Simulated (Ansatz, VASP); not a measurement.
**Ca3Lu: VASP beside Ansatz**

```xyz
4
Lattice="5.3618 0.0000 0.0000 0.0000 5.3618 0.0000 0.0000 0.0000 5.3618" Properties=species:S:1:pos:R:3 pbc="T T T"
Ca    2.6809    0.0000    0.0000
Ca    0.0000    2.6809    0.0000
Ca    0.0000    0.0000    2.6809
Lu    2.6809    2.6809    2.6809
```

Alike in both runs: task single point; functional PBE; k mesh 4 × 4 × 4; occupations fermi-dirac, width 0.1 eV; collinear spin.

|  | VASP | Ansatz |
| --- | --- | --- |
| version | VASP 6.6.1 | Ansatz 0.2.0 |
| potentials or method | VASP PAW PBE potentials, release 64 (Ca_sv, Lu) | plane waves, PAW |
| plane-wave cutoff (eV) | 520 | 420 |
| valence electrons in the cell | 55 | 55 |

```tsv
	VASP	Ansatz	Ansatz less VASP
net moment per atom (μB)	0.00	0.00	0.000
```

Ansatz's warnings: no starting moments.

Spin-orbit coupling is off throughout.
